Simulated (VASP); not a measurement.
# CO2 (Cc) in VASP: single point with PBE

Aim: the single point of CO2 with PBE.

Program: VASP 6.6.1. These are calculated values, not measurements. Logs are shortened: lines on timing, memory, paths and dates and some standing lists are left out, and cuts for length are marked.

**1. The cell of the first run**

Symmetry: Cc, No. 9, monoclinic system. The conventional cell has a = 5.332 Å, b = 4.452 Å, c = 6.415 Å, α = 90.00°, β = 92.69°, γ = 90.00°. C (site symmetry 1) has 2 O at 1.07 to 1.12 Å within 1.4 Å. Within 1.5 Å of O (site symmetry 1) lie 1 C at 1.12 Å. Within 1.4 Å of O (site symmetry 1) lie 1 C at 1.07 Å.

**2. Single point, PBE (strained and its atoms moved)**

File INCAR:

```
  PREC = Accurate
  ENCUT = 520
  EDIFF = 1E-6
  ISMEAR = 0
  SIGMA = 0.02
  LREAL = F
  LASPH = T
  NELM = 100
  ALGO = Normal
  ISIF = 2
  LWAVE = F
  LCHARG = T
  GGA = PE
  LELF = T
  LVHAR = T
  NBANDS = 25
```

File KPOINTS:

```
Automatic mesh
0
Gamma
  6 6 4
```

File POSCAR:

```
CO2
1.0
    2.6651434855     -2.2258003688     -0.0614958090
    2.6651434855      2.2258003688     -0.0614958090
   -0.1536787907      0.0000000000      6.4130100054
C O
2 4
Direct
    0.0328202298     -0.0031417398     -0.0017002519
    0.4968582602      0.5328202298      0.4982997481
    0.8057499878      0.1903286314      0.9027137156
    0.1918099141      0.7824329768      0.0989865363
    0.6903286314      0.3057499878      0.4027137156
    0.2824329768      0.6918099141      0.5989865363
```

Potentials or basis: VASP PAW PBE potentials, release 64 (C, O).

Command:

```sh
$ cat potpaw_PBE.64/C/POTCAR potpaw_PBE.64/O/POTCAR > POTCAR
$ mpirun -np 1 vasp_std > vasp.out
```

OUTCAR:

```text
PREC = Accurate
   ENCUT = 520
   EDIFF = 1E-6
   ISMEAR = 0
   LREAL = F
   LASPH = T
   NELM = 100
   ISIF = 2
   GGA = PE

 ion  position               nearest neighbor table
   1  0.033  0.997  0.998-   4 1.07   3 1.12
   2  0.497  0.533  0.498-   6 1.07   5 1.12
   3  0.806  0.190  0.903-   1 1.12
   4  0.192  0.782  0.099-   1 1.07
   5  0.690  0.306  0.403-   2 1.12
   6  0.282  0.692  0.599-   2 1.07

  LATTYP: Found a base centered monoclinic cell.
 ALAT       =     5.3317057431
 B/A-ratio  =     0.8349299365
 C/A-ratio  =     1.2031517489
 COS(beta)  =    -0.0470116925

  Lattice vectors:

 A1 = (   2.6651434855,  -2.2258003688,  -0.0614958090)
 A2 = (   2.6651434855,   2.2258003688,  -0.0614958090)
 A3 = (  -0.1536787907,   0.0000000000,   6.4130100054)

Analysis of symmetry for initial positions (statically):
=====================================================================
 Subroutine PRICEL returns:
 Original cell was already a primitive cell.

 Routine SETGRP: Setting up the symmetry group for a
 base centered monoclinic supercell.

 Subroutine GETGRP returns: Found  2 space group operations
 (whereof  1 operations were pure point group operations)
 out of a pool of  4 trial point group operations.

The static configuration has the point symmetry C_1 .
 The point group associated with its full space group is C_1h.

Analysis of symmetry for dynamics (positions and initial velocities):
=====================================================================
 Subroutine PRICEL returns:
 Original cell was already a primitive cell.

 Routine SETGRP: Setting up the symmetry group for a
 base centered monoclinic supercell.

 Subroutine GETGRP returns: Found  2 space group operations
 (whereof  1 operations were pure point group operations)
 out of a pool of  4 trial point group operations.

The dynamic configuration has the point symmetry C_1 .
 The point group associated with its full space group is C_1h.

 Subroutine INISYM returns: Found  2 space group operations
 (whereof  1 operations are pure point group operations),
 and found     1 'primitive' translations

----------------------------------------------------------------------------------------

                                     Primitive cell

  volume of cell :      76.0429

  direct lattice vectors                    reciprocal lattice vectors
     2.665143485 -2.225800369 -0.061495809     0.187710953 -0.224638295  0.004498230
[... 98 lines left out ...]
   IBRION =     -1    ionic relax: 0-MD 1-quasi-New 2-CG
   NFREE  =      0    steps in history (QN), initial steepest desc. (CG)
   ISIF   =      2    stress and relaxation
   ISYM   =      2    0-nonsym 1-usesym 2-fastsym
   POTIM  = 0.5000    time-step for ionic-motion
   TEBEG  =    0.0;   TEEND  =   0.0 temperature during run
   PSTRESS=    0.0 pullay stress
   NELECT =      32.0000    total number of electrons
   NUPDOWN=      -1.0000    fix difference up-down
   EMIN   =  10.00;   EMAX   =-10.00  energy-range for DOS
   EFERMI =   0.00;   METHOD = LEGACY
   ISMEAR =     0;   SIGMA  =   0.02  broadening in eV -4-tet -1-fermi 0-gaus
   EFERMI_NEDOS =   21; number of points for ismear=-14 and -15
   IALGO  =     38    algorithm
   IMIX   =      4    mixing-type and parameters
     AMIX     =   0.40;   BMIX     =  1.00
     AMIX_MAG =   1.60;   BMIX_MAG =  1.00
  volume/ion in A,a.u.               =      12.67        85.53
  Fermi-wavevector in a.u.,A,eV,Ry     =   1.226795  2.318306 20.477120  1.505026
  Thomas-Fermi vector in A             =   2.361782
   LORBIT       =      0    0 simple, 1 ext, 2 COOP (PROOUT), +10 PAW based schemes
   GGA     = PE    functional components
   LHFCALC =     F    Hartree Fock is set to
   AEXX    =    0.0000 exact exchange contribution
   IVDW    =     0    specifies the selected vdW correction
   LEPSILON=     F    determine dielectric tensor
   LRPA    =     F    only Hartree local field effects (RPA)
 non-spin polarized calculation
 Gauss-broadening in eV      SIGMA  =   0.02
  energy-cutoff  :      520.00
  volume of cell :       76.04
 maximum number of plane-waves:      2071
 NGX is ok and might be reduce to    28
   NGX = 13   NGY = 13   NGZ = 23

 number of electron      32.0000010 magnetization

 Free energy of the ion-electron system (eV)
  ---------------------------------------------------
  ext. energy  EPLUGINS =         0.00000000
  ---------------------------------------------------
  free energy    TOTEN  =       -43.69890940 eV

  energy without entropy =      -43.69890940  energy(sigma->0) =      -43.69890940

 E-fermi :  -2.5251     XC(G=0):  -8.4508

 val. band max:       -2.6584274518   @ k =   0.5000   0.5000   0.0000
 cond. band min:       4.0126831609   @ k =   0.0000   0.0000   0.0000
 fundamental gap:      6.6711106128
 Fermi energy:        -2.5251313069

 k-point     1 :       0.0000    0.0000    0.0000
  band No.  band energies     occupation
      1     -24.7262      2.00000
      2     -24.5885      2.00000
      3     -23.0063      2.00000
      4     -22.9686      2.00000
      5      -8.3130      2.00000
      6      -7.7696      2.00000
[... 661 lines left out ...]
     24      12.1483      0.00000
     25      13.5482      0.00000

 [... further k-points ...]

------------------------ aborting loop because EDIFF is reached ----------------------------------------

  FORCE on cell =-STRESS in cart. coord.  units (eV):
  Direction    XX          YY          ZZ          XY          YZ          ZX
  --------------------------------------------------------------------------------------
  -------------------------------------------------------------------------------------
  Total        1.4711944     33.8575366     18.6473826      0.0000000      0.0000000     -2.1538647
  in kB       30.9971770    713.3578177    392.8890733      0.0000000      0.0000000    -45.3806266
  external PRESSURE =     379.0813560 kB  Pullay stress =       0.0000000 kB

 VOLUME and BASIS-vectors are now :
 -----------------------------------------------------------------------------
  energy-cutoff  :      520.00
  volume of cell :       76.04
      direct lattice vectors                 reciprocal lattice vectors
     2.665143485 -2.225800369 -0.061495809     0.187710953 -0.224638295  0.004498230
     2.665143485  2.225800369 -0.061495809     0.187710953  0.224638295  0.004498230
    -0.153678791  0.000000000  6.413010005     0.003600006  0.000000000  0.156019286

 POSITION                                       TOTAL-FORCE (eV/Angst)
 -----------------------------------------------------------------------------------
      2.59082      2.14576      6.33879         0.721439      6.642377     -4.897812
      2.66766      0.08004      3.13228         0.721439     -6.642377     -4.897812
      2.51596     -1.36981      5.72786         0.489955      6.055271     -4.457970
      2.58128      1.31461      0.57489        -1.211394    -12.580162      9.355782
      2.59280     -0.85600      2.52135         0.489955     -6.055271     -4.457970
      2.50445      0.91119      3.78139        -1.211394     12.580162      9.355782
 -----------------------------------------------------------------------------------
    total drift:                               -0.000903     -0.000000     -0.001752

  FREE ENERGIE OF THE ION-ELECTRON SYSTEM (eV)
  ---------------------------------------------------
  free  energy   TOTEN  =       -43.6989094000 eV

  energy  without entropy=      -43.6989094000  energy(sigma->0) =      -43.69890940
```

OSZICAR:

```text
N       E                     dE             d eps       ncg     rms          rms(c)
DAV:   1     0.170220681288E+03    0.17022E+03   -0.17305E+04  2366   0.119E+03
DAV:   2    -0.382371945178E+02   -0.20846E+03   -0.20037E+03  3144   0.284E+02
DAV:   3    -0.481717491814E+02   -0.99346E+01   -0.98862E+01  2842   0.621E+01
DAV:   4    -0.482493161494E+02   -0.77567E-01   -0.77532E-01  2835   0.646E+00
DAV:   5    -0.482502097605E+02   -0.89361E-03   -0.89347E-03  3006   0.678E-01    0.158E+01
DAV:   6    -0.441216869636E+02    0.41285E+01   -0.89575E+00  2856   0.212E+01    0.738E+00
DAV:   7    -0.437552658635E+02    0.36642E+00   -0.58562E-01  3001   0.537E+00    0.378E+00
DAV:   8    -0.437036924172E+02    0.51573E-01   -0.32049E-01  2902   0.382E+00    0.939E-01
DAV:   9    -0.436983682549E+02    0.53242E-02   -0.31035E-02  2810   0.122E+00    0.231E-01
DAV:  10    -0.436987159180E+02   -0.34766E-03   -0.40233E-03  2891   0.406E-01    0.714E-02
DAV:  11    -0.436988878641E+02   -0.17195E-03   -0.14568E-04  2512   0.966E-02    0.240E-02
DAV:  12    -0.436989087474E+02   -0.20883E-04   -0.23064E-05  2818   0.384E-02    0.385E-03
DAV:  13    -0.436989094000E+02   -0.65257E-06   -0.12561E-06  2054   0.776E-03
   1 F= -.43698909E+02 E0= -.43698909E+02  d E =-.400757E-23
```

stdout:

```text
POSCAR found type information on POSCAR C O
 POSCAR found :  2 types and       6 ions
 scaLAPACK will be used
 LDA part: xc-table for (Slater+PW92), standard interpolation
 POSCAR, INCAR and KPOINTS ok, starting setup
 FFT: planning ... GRIDC
 FFT: planning ... GRID_SOFT
 FFT: planning ... GRID
 WAVECAR not read
 entering main loop
```

It took 2.2 min on 1 thread of Intel Xeon 8259CL, shared host; peak memory 0.22 GiB.

What came out:

```
Free energy            : -43.6989 eV
Pressure               : 37.9 GPa
Largest force          : 15.724 eV/Å
Band gap on the k mesh : 6.67 eV (least direct gap 7.26 eV)
```

Forces in eV/Å, atoms in the order of the input:
```
C     0.721   6.642  -4.898
C     0.721  -6.642  -4.898
O     0.490   6.055  -4.458
O    -1.211 -12.580   9.356
O     0.490  -6.055  -4.458
O    -1.211  12.580   9.356
```

Levels at points of the mesh, in eV from the valence-band top:
```
           k point  band 14  band 15  band 16  band 17  band 18  band 19
(0.00, 0.00, 0.00)    -0.95    -0.65    -0.59     6.67     7.49     8.94
(0.50, 0.00, 0.00)    -0.59    -0.27    -0.22     7.94     8.49     9.20
(0.50, 0.50, 0.00)    -0.54    -0.45     0.00     8.78     9.59     9.77
(0.00, 0.00, 0.50)    -0.87    -0.71    -0.71     7.20     7.20     9.37
(0.50, 0.00, 0.50)    -0.64    -0.24    -0.21     8.04     8.52     9.28
(0.50, 0.50, 0.50)    -0.77    -0.26    -0.26     9.30     9.30     9.97
```

Caveat: the cell differs from its parent crystal (strained and its atoms moved); the stress differs along the axes, from 3 to 71 GPa; this functional lacks dispersion, which holds the molecules together, so the pressure and a relaxed volume are unreliable; forces of over 1 eV/Å act on the atoms, so gaps and moduli don't describe the material at rest. A k mesh can miss the band edges.
